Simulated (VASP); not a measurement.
# SnSe2: single point with PBE+D3(BJ)

The system is SnSe2.

```
Sn Se
1.0
     3.74400    0.00000    0.00000
    -1.87200    3.24240    0.00000
     0.00000    0.00000    6.65900
Sn Se
1 2
Direct
  0.00000 0.00000 0.00000
  0.33333 0.66667 0.26513
  0.66667 0.33333 0.73487
```

| Quantity | Value |
| --- | --- |
| Program | VASP 6.6.1 |
| Task | single point |
| Functional | PBE |
| Dispersion | D3(BJ) |
| Potentials or basis | VASP PAW PBE potentials, release 64 (Sn_d, Se) |
| Cutoff | 500 eV |
| k mesh | 12 × 12 × 6 |
| Occupations | gaussian, width 0.03 eV |
| Spin | no spin polarisation |

- Pressure: -2.9 GPa
- Largest force: 1.083 eV/Å
- Band gap on the k mesh: zero (bands 13 and 14 overlap by 0.14 eV)
- Dispersion energy per atom: -0.344 eV

Forces on the atoms (eV/Å):
```
Sn   0.000  0.000  0.000
Se   0.000  0.000 -1.083
Se   0.000  0.000  1.083
```

Stress tensor (GPa, compression positive):
```
 0.07  0.00  0.00
 0.00  0.07  0.00
 0.00  0.00 -8.96
```

Levels at points of the mesh, in eV from the Fermi level:
```
           k point  band 10  band 11  band 12  band 13  band 14  band 15  band 16  band 17
(0.00, 0.00, 0.00)    -0.32    -0.32    -0.15    -0.15     0.59     3.47     4.66     4.66
(0.50, 0.00, 0.00)    -3.39    -2.10    -1.94    -0.43     0.74     3.28     4.62     4.83
(0.00, 0.00, 0.50)    -0.43    -0.43     0.01     0.01     2.34     3.20     4.48     4.48
(0.50, 0.00, 0.50)    -2.58    -1.92    -1.30    -0.79    -0.12     3.01     4.29     5.21
```

Wall time 51 s on 1 thread of Intel(R) Xeon(R) 6975P-C (Granite Rapids) (shared host), peak memory 0.29 GiB.

Caveat: the stress differs along the axes, from -9 to 0 GPa; semilocal functionals underestimate gaps, and a narrow one can read as zero; spin-orbit coupling is left out, which moves the levels of the heavy elements; forces of over 1 eV/Å act on the atoms, so gaps and moduli don't describe the material at rest.
